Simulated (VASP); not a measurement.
# LiF (Fm-3m) in VASP: further runs

Runs on LiF. Level: r2SCAN. Tasks: single point, relaxation of cell and atoms.

Program: VASP 6.6.1. These are calculated values, not measurements. Logs are shortened: lines on timing, memory, paths and dates and some standing lists are left out, and cuts for length are marked.

## Step 1: The cell of the first run

It takes space group Fm-3m (No. 225, cubic). The conventional cell has a = 3.990 Å, b = 3.990 Å, c = 3.990 Å, α = 90.00°, β = 90.00°, γ = 90.00°. Li (site symmetry m-3m) has 6 F at 1.99 Å within 2.6 Å. F (site symmetry m-3m) has 6 Li at 1.99 Å within 2.6 Å.

## Step 2: Single point, r2SCAN

The input, POSCAR:

```
LiF
1.0
    0.0000000000      1.9948989856      1.9948989856
    1.9948989856      0.0000000000      1.9948989856
    1.9948989856      1.9948989856      0.0000000000
Li F
1 1
Direct
    0.0000000000      0.0000000000      0.0000000000
    0.5000000000      0.5000000000      0.5000000000
```

The input, INCAR.step1:

```
SYSTEM = LiF
PREC = Accurate ; ENCUT = 520
ISMEAR = -1 ; SIGMA = 0.05
LREAL = .False. ; LASPH = .True.
NELM = 80 ; NBANDS = 12
GGA = PE ; ALGO = Normal
EDIFF = 1E-4 ; LWAVE = .True.
LCHARG = .False.
```

The input, INCAR.step2:

```
SYSTEM = LiF
PREC = Accurate ; ENCUT = 520
EDIFF = 1E-6 ; ISMEAR = -1
SIGMA = 0.05 ; LREAL = .False.
LASPH = .True. ; NELM = 80
ALGO = Normal ; ISIF = 2
LWAVE = .False. ; LCHARG = .False.
METAGGA = R2SCAN ; LMIXTAU = .True.
NBANDS = 12 ; ISTART = 1
```

The input, KPOINTS:

```
regular mesh
0
Gamma
  20 20 20
  0 0 0
```

Potentials or basis: VASP PAW PBE potentials, release 64 (Li_sv, F).

Started as:

```sh
$ cat potpaw_PBE.64/Li_sv/POTCAR potpaw_PBE.64/F/POTCAR > POTCAR
$ cp INCAR.step1 INCAR
$ mpirun -np 1 vasp_std > vasp.out
$ cp INCAR.step2 INCAR
$ mpirun -np 1 vasp_std > vasp.out
```

OUTCAR:

```text
SYSTEM = LiF
   PREC = Accurate
   ENCUT = 520
   EDIFF = 1E-6
   ISMEAR = -1
   LREAL = .False.
   LASPH = .True.
   NELM = 80
   ISIF = 2
   METAGGA = R2SCAN
   ISTART = 1

 ion  position               nearest neighbor table
   1  0.000  0.000  0.000-   2 1.99   2 1.99   2 1.99   2 1.99   2 1.99   2 1.99
   2  0.500  0.500  0.500-   1 1.99   1 1.99   1 1.99   1 1.99   1 1.99   1 1.99

  LATTYP: Found a face centered cubic cell.
 ALAT       =     3.9897979712

  Lattice vectors:

 A1 = (   0.0000000000,   1.9948989856,   1.9948989856)
 A2 = (   1.9948989856,   0.0000000000,   1.9948989856)
 A3 = (   1.9948989856,   1.9948989856,   0.0000000000)

Analysis of symmetry for initial positions (statically):
=====================================================================
 Subroutine PRICEL returns:
 Original cell was already a primitive cell.

 Routine SETGRP: Setting up the symmetry group for a
 face centered cubic supercell.

 Subroutine GETGRP returns: Found 48 space group operations
 (whereof 48 operations were pure point group operations)
 out of a pool of 48 trial point group operations.

The static configuration has the point symmetry O_h .

Analysis of symmetry for dynamics (positions and initial velocities):
=====================================================================
 Subroutine PRICEL returns:
 Original cell was already a primitive cell.

 Routine SETGRP: Setting up the symmetry group for a
 face centered cubic supercell.

 Subroutine GETGRP returns: Found 48 space group operations
 (whereof 48 operations were pure point group operations)
 out of a pool of 48 trial point group operations.

The dynamic configuration has the point symmetry O_h .

 Subroutine INISYM returns: Found 48 space group operations
 (whereof 48 operations are pure point group operations),
 and found     1 'primitive' translations

----------------------------------------------------------------------------------------

                                     Primitive cell

  volume of cell :      15.8779

  direct lattice vectors                    reciprocal lattice vectors
     0.000000000  1.994898986  1.994898986    -0.250639257  0.250639257  0.250639257
     1.994898986  0.000000000  1.994898986     0.250639257 -0.250639257  0.250639257
     1.994898986  1.994898986  0.000000000     0.250639257  0.250639257 -0.250639257

  length of vectors
[... 90 lines left out ...]
   POTIM  = 0.5000    time-step for ionic-motion
   TEBEG  =    0.0;   TEEND  =   0.0 temperature during run
   PSTRESS=    0.0 pullay stress
   NELECT =      10.0000    total number of electrons
   NUPDOWN=      -1.0000    fix difference up-down
   EMIN   =  10.00;   EMAX   =-10.00  energy-range for DOS
   EFERMI =   0.00;   METHOD = LEGACY
   ISMEAR =    -1;   SIGMA  =   0.05  broadening in eV -4-tet -1-fermi 0-gaus
   EFERMI_NEDOS =   21; number of points for ismear=-14 and -15
   IALGO  =     38    algorithm
   IMIX   =      4    mixing-type and parameters
     AMIX     =   0.40;   BMIX     =  1.00
     AMIX_MAG =   1.60;   BMIX_MAG =  1.00
  volume/ion in A,a.u.               =       7.94        53.57
  Fermi-wavevector in a.u.,A,eV,Ry     =   1.403279  2.651812 26.792470  1.969191
  Thomas-Fermi vector in A             =   2.525956
   LORBIT       =      0    0 simple, 1 ext, 2 COOP (PROOUT), +10 PAW based schemes
   METAGGA = R2SCAN    functional components
   LHFCALC =     F    Hartree Fock is set to
   AEXX    =    0.0000 exact exchange contribution
   IVDW    =     0    specifies the selected vdW correction
   LEPSILON=     F    determine dielectric tensor
   LRPA    =     F    only Hartree local field effects (RPA)
 non-spin polarized calculation
  energy-cutoff  :      520.00
  volume of cell :       15.88
 maximum number of plane-waves:       444
 NGX is ok and might be reduce to    24
   NGX = 11   NGY = 11   NGZ = 11

 number of electron       9.9999997 magnetization

 Free energy of the ion-electron system (eV)
  ---------------------------------------------------
  ext. energy  EPLUGINS =         0.00000000
  ---------------------------------------------------
  free energy    TOTEN  =       -11.90315942 eV

  energy without entropy =      -11.90315942  energy(sigma->0) =      -11.90315942

 E-fermi :  -0.1616     XC(G=0): -10.6972

 val. band max:       -1.4646200879   @ k =  -0.0500   0.0500   0.0000
 cond. band min:       9.0879508765   @ k =   0.0000   0.0000   0.0000
 fundamental gap:     10.5525709644
 Fermi energy:        -0.1615906654

 k-point     1 :       0.0000    0.0000    0.0000
  band No.  band energies     occupation
      1     -43.4756      2.00000
      2     -22.6394      2.00000
      3      -1.4647      2.00000
      4      -1.4646      2.00000
      5      -1.4646      2.00000
      6       9.0880      0.00000
      7      24.3051      0.00000
      8      24.3051      0.00000
      9      24.3051      0.00000
     10      25.0269      0.00000
     11      25.0269      0.00000
     12      25.0280      0.00000
[... 331 lines left out ...]
 k-point    24 :      -0.3500    0.0500    0.0000
  band No.  band energies     occupation
      1     -43.4212      2.00000
      2     -22.2742      2.00000
      3      -3.6556      2.00000
      4      -1.7858      2.00000
      5      -1.6504      2.00000
      6      10.6638      0.00000
      7      17.0125      0.00000
      8      19.7468      0.00000
      9      19.7780      0.00000
     10      29.3687      0.00000
     11      29.4792      0.00000
     12      30.8547      0.00000

 [... further k-points ...]

------------------------ aborting loop because EDIFF is reached ----------------------------------------

  FORCE on cell =-STRESS in cart. coord.  units (eV):
  Direction    XX          YY          ZZ          XY          YZ          ZX
  --------------------------------------------------------------------------------------
  -------------------------------------------------------------------------------------
  Total       -0.0757763     -0.0757763     -0.0757763      0.0000000      0.0000000     -0.0000000
  in kB       -7.6462970     -7.6462970     -7.6462970      0.0000000      0.0000000     -0.0000000
  external PRESSURE =      -7.6462970 kB  Pullay stress =       0.0000000 kB

 VOLUME and BASIS-vectors are now :
 -----------------------------------------------------------------------------
  energy-cutoff  :      520.00
  volume of cell :       15.88
      direct lattice vectors                 reciprocal lattice vectors
     0.000000000  1.994898986  1.994898986    -0.250639257  0.250639257  0.250639257
     1.994898986  0.000000000  1.994898986     0.250639257 -0.250639257  0.250639257
     1.994898986  1.994898986  0.000000000     0.250639257  0.250639257 -0.250639257

 POSITION                                       TOTAL-FORCE (eV/Angst)
 -----------------------------------------------------------------------------------
      0.00000      0.00000      0.00000         0.000000      0.000000     -0.000000
      1.99490      1.99490      1.99490        -0.000000     -0.000000      0.000000
 -----------------------------------------------------------------------------------
    total drift:                               -0.000000     -0.000000      0.000000

  FREE ENERGIE OF THE ION-ELECTRON SYSTEM (eV)
  ---------------------------------------------------
  free  energy   TOTEN  =       -11.9031594207 eV

  energy  without entropy=      -11.9031594207  energy(sigma->0) =      -11.90315942
```

OUTCAR.step1:

```text
SYSTEM = LiF
   PREC = Accurate
   ENCUT = 520
   ISMEAR = -1
   LREAL = .False.
   LASPH = .True.
[... 583 lines left out ...]
      0.00000      0.00000      0.00000         0.000000      0.000000      0.000000
      1.99490      1.99490      1.99490        -0.000000     -0.000000     -0.000000
 -----------------------------------------------------------------------------------
    total drift:                               -0.000000     -0.000000      0.000000

  FREE ENERGIE OF THE ION-ELECTRON SYSTEM (eV)
  ---------------------------------------------------
  free  energy   TOTEN  =        -9.6279930353 eV

  energy  without entropy=       -9.6279930353  energy(sigma->0) =       -9.62799304
```

Wall time 81 s (1 thread of Intel Xeon Platinum 8488C (Sapphire Rapids), shared host); peak memory 0.17 GiB.

What came out:

- Free energy: -11.9032 eV
- Band gap on the k mesh: 10.55 eV

Caveat: the cutoff is under 1.25 times the usual one of these potentials, so pressure, stress and relaxed cells hold a basis-set (Pulay) error; the PAW data sets were made with another functional, which shifts forces and pressure a little. A k mesh can miss the band edges.

## Step 3: Relaxation of cell and atoms, r2SCAN

This run uses another cell than the first one, of 8.17 Å³/atom.

The input, POSCAR:

```
LiF
1.0
    0.0000000000      2.0140000000      2.0140000000
    2.0140000000      0.0000000000      2.0140000000
    2.0140000000      2.0140000000      0.0000000000
Li F
1 1
Direct
    0.0000000000      0.0000000000      0.0000000000
    0.5000000000      0.5000000000      0.5000000000
```

The input, INCAR.step1:

```
SYSTEM = LiF
PREC = Accurate
ENCUT = 600
ISMEAR = -1
SIGMA = 0.05
LREAL = .False.
LASPH = .True.
NELM = 60
GGA = PE
ALGO = Normal
EDIFF = 1E-4
LWAVE = .True.
LCHARG = .False.
```

The input, INCAR.step2:

```
SYSTEM = LiF
PREC = Accurate
ENCUT = 600
EDIFF = 1E-6
ISMEAR = -1
SIGMA = 0.05
LREAL = .False.
LASPH = .True.
NELM = 60
ALGO = Normal
ISIF = 3
LWAVE = .False.
LCHARG = .False.
METAGGA = R2SCAN
LMIXTAU = .True.
IBRION = 2
NSW = 100
EDIFFG = -0.002
ISTART = 1
```

KPOINTS is that of step 2.

Potentials or basis: VASP PAW PBE potentials, release 64 (Li_sv, F).

Started as:

```sh
$ cat potpaw_PBE.64/Li_sv/POTCAR potpaw_PBE.64/F/POTCAR > POTCAR
$ cp INCAR.step1 INCAR
$ mpirun -np 1 vasp_std > vasp.out
$ cp INCAR.step2 INCAR
$ mpirun -np 1 vasp_std > vasp.out
```

OUTCAR:

```text
SYSTEM = LiF
   PREC = Accurate
   ENCUT = 600
   EDIFF = 1E-6
   ISMEAR = -1
   LREAL = .False.
   LASPH = .True.
   NELM = 60
   ISIF = 3
   METAGGA = R2SCAN
   IBRION = 2
   NSW = 100
   EDIFFG = -0.002
   ISTART = 1

 ion  position               nearest neighbor table
   1  0.000  0.000  0.000-   2 2.01   2 2.01   2 2.01   2 2.01   2 2.01   2 2.01
   2  0.500  0.500  0.500-   1 2.01   1 2.01   1 2.01   1 2.01   1 2.01   1 2.01

  LATTYP: Found a face centered cubic cell.
 ALAT       =     4.0280000000

  Lattice vectors:

 A1 = (   0.0000000000,   2.0140000000,   2.0140000000)
 A2 = (   2.0140000000,   0.0000000000,   2.0140000000)
 A3 = (   2.0140000000,   2.0140000000,   0.0000000000)

Analysis of symmetry for initial positions (statically):
=====================================================================
 Subroutine PRICEL returns:
 Original cell was already a primitive cell.

 Routine SETGRP: Setting up the symmetry group for a
 face centered cubic supercell.

 Subroutine GETGRP returns: Found 48 space group operations
 (whereof 48 operations were pure point group operations)
 out of a pool of 48 trial point group operations.

The static configuration has the point symmetry O_h .

Analysis of symmetry for dynamics (positions and initial velocities):
=====================================================================
 Subroutine PRICEL returns:
 Original cell was already a primitive cell.

 Routine SETGRP: Setting up the symmetry group for a
 face centered cubic supercell.

 Subroutine GETGRP returns: Found 48 space group operations
 (whereof 48 operations were pure point group operations)
 out of a pool of 48 trial point group operations.

The dynamic configuration has the point symmetry O_h .

 Subroutine INISYM returns: Found 48 space group operations
 (whereof 48 operations are pure point group operations),
 and found     1 'primitive' translations

[... 129 lines left out ...]
 maximum number of plane-waves:       560
   NGX = 11   NGY = 11   NGZ = 11

--------------------------------------- Ionic step        1  -------------------------------------------

 number of electron       9.9999992 magnetization

 Free energy of the ion-electron system (eV)
  ---------------------------------------------------
  ext. energy  EPLUGINS =         0.00000000
  ---------------------------------------------------
  free energy    TOTEN  =       -11.90374373 eV

  energy without entropy =      -11.90374373  energy(sigma->0) =      -11.90374373

------------------------ aborting loop because EDIFF is reached ----------------------------------------

  FORCE on cell =-STRESS in cart. coord.  units (eV):
  Direction    XX          YY          ZZ          XY          YZ          ZX
  --------------------------------------------------------------------------------------
  -------------------------------------------------------------------------------------
  Total       -0.3310017     -0.3310017     -0.3310017      0.0000000      0.0000000      0.0000000
  in kB      -32.4587978    -32.4587978    -32.4587978      0.0000000      0.0000000      0.0000000
  external PRESSURE =     -32.4587978 kB  Pullay stress =       0.0000000 kB
[... 95 lines left out ...]
--------------------------------------- Ionic step        4  -------------------------------------------

 number of electron       9.9999999 magnetization

 Free energy of the ion-electron system (eV)
  ---------------------------------------------------
  ext. energy  EPLUGINS =         0.00000000
  ---------------------------------------------------
  free energy    TOTEN  =       -11.91106328 eV

  energy without entropy =      -11.91106328  energy(sigma->0) =      -11.91106328

 E-fermi :  -0.2193     XC(G=0): -10.7630

 val. band max:       -1.3941014939   @ k =  -0.0500   0.0500   0.0000
 cond. band min:       9.2797111835   @ k =   0.0000   0.0000   0.0000
 fundamental gap:     10.6738126774
 Fermi energy:        -0.2193190220

 k-point     1 :       0.0000    0.0000    0.0000
  band No.  band energies     occupation
      1     -43.3710      2.00000
      2     -22.6034      2.00000
      3      -1.3942      2.00000
      4      -1.3942      2.00000
      5      -1.3942      2.00000
      6       9.2797      0.00000
      7      24.5070      0.00000
      8      24.5070      0.00000
      9      24.5070      0.00000
[... 265 lines left out ...]
 k-point    24 :      -0.3500    0.0500    0.0000
  band No.  band energies     occupation
      1     -43.3134      2.00000
      2     -22.2310      2.00000
      3      -3.6168      2.00000
      4      -1.7212      2.00000
      5      -1.5833      2.00000
      6      10.8230      0.00000
      7      17.2205      0.00000
      8      19.9198      0.00000
      9      19.9584      0.00000

 [... further k-points ...]

------------------------ aborting loop because EDIFF is reached ----------------------------------------

  FORCE on cell =-STRESS in cart. coord.  units (eV):
  Direction    XX          YY          ZZ          XY          YZ          ZX
  --------------------------------------------------------------------------------------
  -------------------------------------------------------------------------------------
  Total       -0.0001653     -0.0001653     -0.0001653      0.0000000      0.0000000     -0.0000000
  in kB       -0.0168905     -0.0168905     -0.0168905      0.0000000      0.0000000     -0.0000000
  external PRESSURE =      -0.0168905 kB  Pullay stress =       0.0000000 kB
[... 17 lines left out ...]
  FREE ENERGIE OF THE ION-ELECTRON SYSTEM (eV)
  ---------------------------------------------------
  free  energy   TOTEN  =       -11.9110632818 eV

  energy  without entropy=      -11.9110632818  energy(sigma->0) =      -11.91106328

 reached required accuracy - stopping structural energy minimisation
```

OUTCAR.step1:

```text
SYSTEM = LiF
   PREC = Accurate
   ENCUT = 600
   ISMEAR = -1
   LREAL = .False.
   LASPH = .True.
[... 510 lines left out ...]
      0.00000      0.00000      0.00000         0.000000      0.000000     -0.000000
      2.01400      2.01400      2.01400        -0.000000     -0.000000      0.000000
 -----------------------------------------------------------------------------------
    total drift:                               -0.000000     -0.000000      0.000000

  FREE ENERGIE OF THE ION-ELECTRON SYSTEM (eV)
  ---------------------------------------------------
  free  energy   TOTEN  =        -9.6399557299 eV

  energy  without entropy=       -9.6399557298  energy(sigma->0) =       -9.63995573
```

OSZICAR.step1:

```text
N       E                     dE             d eps       ncg     rms          rms(c)
DAV:   1     0.345836710015E+02    0.34584E+02   -0.62109E+03  4801   0.126E+03
DAV:   2    -0.905731557920E+01   -0.43641E+02   -0.42856E+02  5082   0.221E+02
DAV:   3    -0.101346605632E+02   -0.10773E+01   -0.10751E+01  5945   0.334E+01
DAV:   4    -0.101489462010E+02   -0.14286E-01   -0.14274E-01  6165   0.372E+00
DAV:   5    -0.101491198116E+02   -0.17361E-03   -0.17360E-03  6024   0.225E-01    0.454E+00
DAV:   6    -0.962936569970E+01    0.51975E+00   -0.28052E+00  4698   0.131E+01    0.141E+00
DAV:   7    -0.963323643014E+01   -0.38707E-02   -0.19328E-02  6147   0.159E+00    0.861E-01
DAV:   8    -0.963986675080E+01   -0.66303E-02   -0.16545E-02  6357   0.173E+00    0.102E-01
DAV:   9    -0.963995572990E+01   -0.88979E-04   -0.81780E-04  5070   0.322E-01
   1 F= -.96399557E+01 E0= -.96399557E+01  d E =-.906709E-10
```

Run time: 3.8 min. Hardware: 1 thread of Intel Xeon Platinum 8488C (Sapphire Rapids), shared host; peak memory 0.17 GiB.

Results:

```yaml
Free_energy: -11.9111 eV
Relaxed_volume: 7.84 Å³/atom
Relaxed_cell: a = 2.810 Å, b = 2.810 Å, c = 2.810 Å, α = 60.00°, β = 60.00°, γ = 60.00°
Space_group_after_relaxing_to_0.1_Å: Fm-3m (No. 225)
Energy_gained_by_relaxing: 3.7 meV/atom
Ionic_steps: 4
Pressure_after_relaxing: 0.0 GPa
Band_gap_on_the_k_mesh: 10.67 eV
```

Step by step:
| step | energy change (eV) | largest force (eV/Å) | pressure (GPa) | volume (Å³) |
| --- | --- | --- | --- | --- |
| 1 | 0.0000 | 0.0000 | -3.25 | 16.34 |
| 2 | -0.0060 | 0.0000 | -1.48 | 15.95 |
| 3 | -0.0072 | 0.0000 | -0.39 | 15.75 |
| 4 | -0.0073 | 0.0000 | 0.00 | 15.68 |

Final structure:
```
Li F
1.0
     0.00000    1.98672    1.98672
     1.98672    0.00000    1.98672
     1.98672    1.98672    0.00000
Li F
1 1
Cartesian
  1.9867 1.9867 3.9734
  1.9867 1.9867 1.9867
```

Caveat: the cutoff is under 1.25 times the usual one of these potentials, so pressure, stress and relaxed cells hold a basis-set (Pulay) error; the PAW data sets were made with another functional, which shifts forces and pressure a little. A k mesh can miss the band edges.
